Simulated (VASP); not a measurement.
# Ni (P6_3/mmc) in VASP: relaxation of cell and atoms with r2SCAN+D4

Aim: the relaxation of cell and atoms of Ni with r2SCAN+D4.

Everything below comes from runs of VASP 6.6.1. Logs are shortened: lines on timing, memory, paths and dates and some standing lists are left out, and cuts for length are marked.

## Step 1: The cell of the first run

The structure is hexagonal, space group P6_3/mmc (No. 194). The conventional cell has a = 2.448 Å, b = 2.448 Å, c = 4.073 Å, α = 90.00°, β = 90.00°, γ = 120.00°. Within 3.2 Å of Ni (site symmetry -6m2) lie 12 Ni at 2.45 to 2.48 Å.

## Step 2: Relaxation of cell and atoms, r2SCAN+D4, collinear spin, ferromagnetic start

File POSCAR:

```
Ni
1.0
    2.4480229000      0.0000000000      0.0000000000
   -1.2240114500      2.1200500200      0.0000000000
    0.0000000000      0.0000000000      4.0728075700
Ni
2
Direct
    0.3333333333      0.6666666667      0.2500000000
    0.6666666667      0.3333333333      0.7500000000
```

File INCAR.step1:

```
SYSTEM = Ni
  PREC = Accurate
  ENCUT = 600
  ISMEAR = -1
  SIGMA = 0.05
  LREAL = .False.
  LASPH = .True.
  NELM = 150
  ISPIN = 2
  MAGMOM = 1.5 1.5
  LMAXMIX = 4
  GGA = PE
  ALGO = Normal
  EDIFF = 1E-4
  LWAVE = .True.
  LCHARG = .False.
```

File INCAR.step2:

```
SYSTEM = Ni
  PREC = Accurate
  ENCUT = 600
  EDIFF = 1E-6
  ISMEAR = -1
  SIGMA = 0.05
  LREAL = .False.
  LASPH = .True.
  NELM = 150
  ALGO = Normal
  ISIF = 3
  LWAVE = .False.
  LCHARG = .False.
  ISPIN = 2
  MAGMOM = 1.5 1.5
  LORBIT = 11
  LMAXMIX = 4
  METAGGA = R2SCAN
  LMIXTAU = .True.
  IVDW = 13
  VDW_S6 = 1.0
  VDW_S8 = 0.6018749
  VDW_A1 = 0.51559235
  VDW_A2 = 5.77342911
  IBRION = 2
  NSW = 80
  EDIFFG = -0.005
  ISTART = 1
```

File KPOINTS:

```
regular mesh
0
Gamma
  13 13 7
  0 0 0
```

Potentials or basis: VASP PAW PBE potentials, release 64 (Ni).

Run with:

```
> cat potpaw_PBE.64/Ni/POTCAR > POTCAR
> cp INCAR.step1 INCAR
> mpirun -np 1 vasp_std > vasp.out
> cp INCAR.step2 INCAR
> mpirun -np 1 vasp_std > vasp.out
```

OUTCAR:

```text
SYSTEM = Ni
   PREC = Accurate
   ENCUT = 600
   EDIFF = 1E-6
   ISMEAR = -1
   LREAL = .False.
   LASPH = .True.
   NELM = 150
   ISIF = 3
   ISPIN = 2
   LORBIT = 11
   METAGGA = R2SCAN
   IVDW = 13
   IBRION = 2
   NSW = 80
   EDIFFG = -0.005
   ISTART = 1

 ion  position               nearest neighbor table
   1  0.333  0.667  0.250-   2 2.48   2 2.48   2 2.48   2 2.48   2 2.48   2 2.48
   2  0.667  0.333  0.750-   1 2.48   1 2.48   1 2.48   1 2.48   1 2.48   1 2.48

  LATTYP: Found a hexagonal cell.
 ALAT       =     2.4480229000
 C/A-ratio  =     1.6637130192

  Lattice vectors:

 A1 = (   2.4480229000,   0.0000000000,   0.0000000000)
 A2 = (  -1.2240114500,   2.1200500200,   0.0000000000)
 A3 = (   0.0000000000,   0.0000000000,   4.0728075700)

Analysis of symmetry for initial positions (statically):
=====================================================================
 Subroutine PRICEL returns:
 Original cell was already a primitive cell.

 Routine SETGRP: Setting up the symmetry group for a
 hexagonal supercell.

 Subroutine GETGRP returns: Found 24 space group operations
 (whereof 12 operations were pure point group operations)
 out of a pool of 24 trial point group operations.

The static configuration has the point symmetry D_3d.
 The point group associated with its full space group is D_6h.

Analysis of symmetry for dynamics (positions and initial velocities):
=====================================================================
 Subroutine PRICEL returns:
 Original cell was already a primitive cell.

 Routine SETGRP: Setting up the symmetry group for a
 hexagonal supercell.

 Subroutine GETGRP returns: Found 24 space group operations
 (whereof 12 operations were pure point group operations)
 out of a pool of 24 trial point group operations.

The dynamic configuration has the point symmetry D_3d.
 The point group associated with its full space group is D_6h.

Analysis of structural, dynamic, and magnetic symmetry:
=====================================================================
 Subroutine PRICEL returns:
 Original cell was already a primitive cell.

 Routine SETGRP: Setting up the symmetry group for a
 hexagonal supercell.

 Subroutine GETGRP returns: Found 24 space group operations
 (whereof 12 operations were pure point group operations)
 out of a pool of 24 trial point group operations.

The overall configuration has the point symmetry D_3d.
 The point group associated with its full space group is D_6h.

 Subroutine INISYM returns: Found 24 space group operations
 (whereof 12 operations are pure point group operations),
 and found     1 'primitive' translations

----------------------------------------------------------------------------------------

                                     Primitive cell

  volume of cell :      21.1376

  direct lattice vectors                    reciprocal lattice vectors
     2.448022900  0.000000000  0.000000000     0.408492911  0.235843492  0.000000000
    -1.224011450  2.120050020  0.000000000     0.000000000  0.471686984  0.000000000
     0.000000000  0.000000000  4.072807570     0.000000000  0.000000000  0.245530873

  length of vectors
     2.448022900  2.448022900  4.072807570     0.471686984  0.471686984  0.245530873

  position of ions in fractional coordinates (direct lattice)
     0.333333333  0.666666667  0.250000000
     0.666666667  0.333333333  0.750000000

  ion indices of the primitive-cell ions
   primitive index   ion index
                 1           1
                 2           2

----------------------------------------------------------------------------------------

 KPOINTS: regular mesh

Automatic generation of k-mesh.
 Grid dimensions read from file:
 generate k-points for:   13   13    7

 Generating k-lattice:

  Cartesian coordinates                     Fractional coordinates (reciprocal lattice)
     0.031422532  0.018141807  0.000000000     0.076923077  0.000000000  0.000000000
     0.000000000  0.036283614  0.000000000     0.000000000  0.076923077  0.000000000
     0.000000000  0.000000000  0.035075839     0.000000000  0.000000000  0.142857143

  Length of vectors
     0.036283614  0.036283614  0.035075839

  Shift w.r.t. Gamma in fractional coordinates (k-lattice)
     0.000000000  0.000000000  0.000000000

 Subroutine IBZKPT returns following result:
 ===========================================

 Found     84 irreducible k-points:

 Following reciprocal coordinates:
            Coordinates               Weight
  0.000000  0.000000  0.000000      1.000000
  0.076923  0.000000  0.000000      6.000000
  0.153846 -0.000000  0.000000      6.000000
  0.230769 -0.000000  0.000000      6.000000
  0.307692 -0.000000  0.000000      6.000000
  0.384615 -0.000000  0.000000      6.000000
[... 16 lines left out ...]
  0.076923  0.000000  0.142857     12.000000
  0.153846 -0.000000  0.142857     12.000000
 [... further k-points ...]
   k-points           NKPTS =     84   k-points in BZ     NKDIM =     84   number of bands    NBANDS=     16
   number of dos      NEDOS =    301   number of ions     NIONS =      2
   total plane-waves  NPLWV =  14400
   dimension x,y,z NGX =    20 NGY =   20 NGZ =   36
   dimension x,y,z NGXF=    40 NGYF=   40 NGZF=   72
   ions per type =               2
   NGX,Y,Z   is equivalent  to a cutoff of  13.58, 13.58, 14.69 a.u.
   NGXF,Y,Z  is equivalent  to a cutoff of  27.16, 27.16, 29.39 a.u.
 SYSTEM =  Ni
   PREC   = accura    normal or accurate (medium, high low for compatibility)
   ISTART =      1    job   : 0-new  1-cont  2-samecut
   ICHARG =      0    charge: 1-file 2-atom 10-const
   ISPIN  =      2    spin polarized calculation?
   LNONCOLLINEAR =      F non collinear calculations
   LSORBIT =      F    spin-orbit coupling
   LASPH  =      T    aspherical Exc in radial PAW
   ENCUT  =  600.0 eV  44.10 Ry    6.64 a.u.   4.89  4.89  8.13*2*pi/ulx,y,z
   NELM   =    150;   NELMIN=  2; NELMDL=  0     # of ELM steps
   EDIFF  = 0.1E-05   stopping-criterion for ELM
   LREAL  =      F    real-space projection
   EDIFFG = -.5E-02   stopping-criterion for IOM
   NSW    =     80    number of steps for IOM
   IBRION =      2    ionic relax: 0-MD 1-quasi-New 2-CG
   NFREE  =      1    steps in history (QN), initial steepest desc. (CG)
   ISIF   =      3    stress and relaxation
   ISYM   =      2    0-nonsym 1-usesym 2-fastsym
   POTIM  = 0.5000    time-step for ionic-motion
   TEBEG  =    0.0;   TEEND  =   0.0 temperature during run
   PSTRESS=    0.0 pullay stress
   NELECT =      20.0000    total number of electrons
   NUPDOWN=      -1.0000    fix difference up-down
   EMIN   =  10.00;   EMAX   =-10.00  energy-range for DOS
   EFERMI =   0.00;   METHOD = LEGACY
   ISMEAR =    -1;   SIGMA  =   0.05  broadening in eV -4-tet -1-fermi 0-gaus
   EFERMI_NEDOS =   21; number of points for ismear=-14 and -15
   IALGO  =     38    algorithm
   IMIX   =      4    mixing-type and parameters
     AMIX     =   0.40;   BMIX     =  1.00
     AMIX_MAG =   1.60;   BMIX_MAG =  1.00
  volume/ion in A,a.u.               =      10.57        71.32
  Fermi-wavevector in a.u.,A,eV,Ry     =   1.607187  3.037143 35.144518  2.583049
  Thomas-Fermi vector in A             =   2.703255
   LORBIT       =     11    0 simple, 1 ext, 2 COOP (PROOUT), +10 PAW based schemes
   METAGGA = R2SCAN    functional components
   LHFCALC =     F    Hartree Fock is set to
   AEXX    =    0.0000 exact exchange contribution
   IVDW    =    13    specifies the selected vdW correction
   LEPSILON=     F    determine dielectric tensor
   LRPA    =     F    only Hartree local field effects (RPA)
 conjugate gradient relaxation of ions
 spin polarized calculation
  energy-cutoff  :      600.00
  volume of cell :       21.14
 maximum number of plane-waves:       724
 NGX is ok and might be reduce to    20
   NGX =  9   NGY =  9   NGZ = 17

--------------------------------------- Ionic step        1  -------------------------------------------

 number of electron      20.0000003 magnetization       1.3420710

 Free energy of the ion-electron system (eV)
  ---------------------------------------------------
  ext. energy  EPLUGINS =         0.00000000
  ---------------------------------------------------
  free energy    TOTEN  =       -23.81290030 eV

  energy without entropy =      -23.78727765  energy(sigma->0) =      -23.80008897

------------------------ aborting loop because EDIFF is reached ----------------------------------------

  DFT-D4 for vdW energy calculation

  Edisp (eV):   -0.32045

  FORCE on cell =-STRESS in cart. coord.  units (eV):
  Direction    XX          YY          ZZ          XY          YZ          ZX
  --------------------------------------------------------------------------------------
  -------------------------------------------------------------------------------------
  Total      -0.41579    -0.41579    -0.23358     0.00000     0.00000     0.00000
  in kB     -31.51571   -31.51571   -17.70492     0.00000     0.00000     0.00000
  external pressure =      -26.91 kB  Pullay stress =        0.00 kB
[... 21 lines left out ...]
  energy  without entropy=      -24.1077271775  energy(sigma->0) =      -24.12053850

--------------------------------------- Ionic step        2  -------------------------------------------

 number of electron      20.0000008 magnetization       1.3302393

 E-fermi :  10.0732     XC(G=0): -14.7544

 val. band max:       10.0690361388   @ k =   0.2308   0.0769   0.4286
 cond. band min:      10.0759670033   @ k =   0.3077  -0.0000   0.1429
 fundamental gap:      0.0069308645
 Fermi energy:        10.0732423193

 spin component 1

 k-point     1 :       0.0000    0.0000    0.0000
  band No.  band energies     occupation
      1       0.3074      1.00000
      2       4.5240      1.00000
      3       6.9811      1.00000
      4       7.2124      1.00000
      5       7.2124      1.00000
      6       7.4817      1.00000
[... 8 lines left out ...]
     15      36.5154      0.00000
     16      36.9723      0.00000
[... 1054 lines left out ...]
  energy  without entropy=      -24.1104916570  energy(sigma->0) =      -24.12307048

--------------------------------------- Ionic step        6  -------------------------------------------

 number of electron      20.0000007 magnetization       1.3374193

 Free energy of the ion-electron system (eV)
  ---------------------------------------------------
  ext. energy  EPLUGINS =         0.00000000
  ---------------------------------------------------
  free energy    TOTEN  =       -23.81195307 eV

  energy without entropy =      -23.78707909  energy(sigma->0) =      -23.79951608

 E-fermi :   9.8698     XC(G=0): -14.6577

 val. band max:        9.8675447559   @ k =   0.3077   0.3077   0.1429
 cond. band min:       9.8707470840   @ k =   0.3077  -0.0000   0.0000
 fundamental gap:      0.0032023281
 Fermi energy:         9.8697938583

 spin component 1

 k-point     1 :       0.0000    0.0000    0.0000
  band No.  band energies     occupation
      1       0.2058      1.00000
      2       4.3952      1.00000
      3       6.8053      1.00000
      4       7.0410      1.00000
      5       7.0411      1.00000
      6       7.3032      1.00000
[... 8 lines left out ...]
     15      36.1251      0.00000
     16      36.5235      0.00000
[... 930 lines left out ...]
  FREE ENERGIE OF THE ION-ELECTRON SYSTEM (eV)
  ---------------------------------------------------
  free  energy   TOTEN  =       -24.1356426575 eV

  energy  without entropy=      -24.1107686786  energy(sigma->0) =      -24.12320567

 reached required accuracy - stopping structural energy minimisation

 total charge

# of ion       s       p       d       tot
------------------------------------------
    1        0.529   0.551   8.345   9.425
    2        0.529   0.551   8.345   9.425
--------------------------------------------------
tot          1.058   1.102  16.690  18.850

 magnetization (x)

# of ion       s       p       d       tot
------------------------------------------
    1       -0.009  -0.043   0.738   0.686
    2       -0.009  -0.043   0.738   0.686
--------------------------------------------------
tot         -0.018  -0.086   1.476   1.373
```

Run time: 15 min. Hardware: 1 thread of Intel Xeon 6975P-C, shared host; peak memory 0.2 GiB.

What came out:

```
Free energy                                           : -24.1356 eV
Relaxed volume                                        : 10.44 Å³/atom
Relaxed cell                                          : a = 2.434 Å, b = 2.434 Å, c = 4.071 Å, α = 90.00°, β = 90.00°, γ = 120.00°
Space group after relaxing (to 0.05 Å)                : P6_3/mmc (No. 194)
Energy gained by relaxing                             : 1.1 meV/atom
Ionic steps                                           : 6
Pressure after relaxing                               : 0.0 GPa
Net moment                                            : 1.34 μB per cell
Site moments                                          : Ni +0.69 μB
Valence electrons inside the program's atomic spheres : Ni 9.43
Dispersion energy per atom                            : -0.162 eV
```

Stress tensor (GPa, compression positive):
```
 0.07  0.00  0.00
 0.00  0.07  0.00
 0.00  0.00 -0.07
```

Step by step:
```tsv
step	energy change (eV)	largest force (eV/Å)	pressure (GPa)	volume (Å³)
1	0.0000	0.0000	-2.69	21.14
2	0.0006	0.0000	3.17	20.60
3	-0.0022	0.0000	-0.04	20.88
4	-0.0022	0.0000	0.09	20.87
5	-0.0023	0.0000	0.06	20.88
6	-0.0023	0.0000	0.02	20.89
```

Final structure:
```yaml
crystal:
  lattice:
    - [2.43411, 0.00000, 0.00000]
    - [-1.21705, 2.10800, 0.00000]
    - [0.00000, 0.00000, 4.07053]
  atoms:
    - { symbol: Ni, position: [0.33333, 0.66667, 0.25000] }
    - { symbol: Ni, position: [0.66667, 0.33333, 0.75000] }
```

Levels at points of the mesh, in eV from the Fermi level:
Spin up:
| k point | band 8 | band 9 | band 10 | band 11 | band 12 | band 13 | band 14 | band 15 |
| --- | --- | --- | --- | --- | --- | --- | --- | --- |
| (0.00, 0.00, 0.00) | -1.90 | -1.90 | -0.96 | -0.96 | -0.70 | 5.65 | 24.09 | 26.26 |
Spin down:
```csv
k point,band 6,band 7,band 8,band 9,band 10,band 11,band 12,band 13
"(0.00, 0.00, 0.00)",-1.47,-1.47,-1.14,-1.14,-0.88,-0.15,-0.15,6.38
```

Caveat: the PAW data sets were made with another functional, which shifts forces and pressure a little; pairwise dispersion overbinds metals, which lowers pressure and volume.
